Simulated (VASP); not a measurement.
Set up this calculation in VASP 6.6.1, as the native input.

```
Task                   : single point
Functional             : PBE
Potentials or basis    : VASP PAW PBE potentials, release 64 (Mo_sv)
Cutoff                 : 520 eV
k mesh                 : 22 × 22 × 22
Occupations            : gaussian, width 0.15 eV
Spin                   : no spin polarisation
Dipole correction      : no
Further INCAR settings : ALGO = Fast; EDIFF = 1e-06; NBANDS = 13
```

The structure of Mo lies in POSCAR:

```
Mo
1.0
   -1.5670725000      1.5710000000      1.5670725000
    1.5749275000     -1.5710000000      1.5749275000
    1.5670725000      1.5710000000     -1.5670725000
Mo
1
Direct
    0.0000000000      0.0000000000      0.0000000000
```

This cell differs from its parent crystal: strain +0.0050 x Voigt [0, 0, 0, 0, 1, 0].

These files were run (other wordings do the same):

INCAR

```
SYSTEM = Mo
  PREC = Accurate
  ENCUT = 520
  EDIFF = 1E-6
  ISMEAR = 0
  SIGMA = 0.15
  LREAL = .FALSE.
  LASPH = .TRUE.
  NELM = 60
  ALGO = Fast
  ISIF = 2
  LWAVE = .FALSE.
  LCHARG = .TRUE.
  GGA = PE
  LELF = .TRUE.
  LVHAR = .TRUE.
  NBANDS = 13
```

KPOINTS

```
Automatic mesh
0
G
  22 22 22
  0 0 0
```

Potentials or basis: VASP PAW PBE potentials, release 64 (Mo_sv).

Run with:

```console
$ cat potpaw_PBE.64/Mo_sv/POTCAR > POTCAR
$ mpirun -np 1 vasp_std > vasp.out
```

It gave:

```
Pressure               : 5.4 GPa
Band gap on the k mesh : zero (bands 7 and 8 overlap by 5.32 eV)
```

Caveat: the cell differs from its parent crystal (strain +0.0050 x Voigt [0, 0, 0, 0, 1, 0]); the cell stands under pressure.

Run time: 4.8 min on 1 thread of Intel Xeon 8259CL (shared host), peak memory 0.38 GiB.
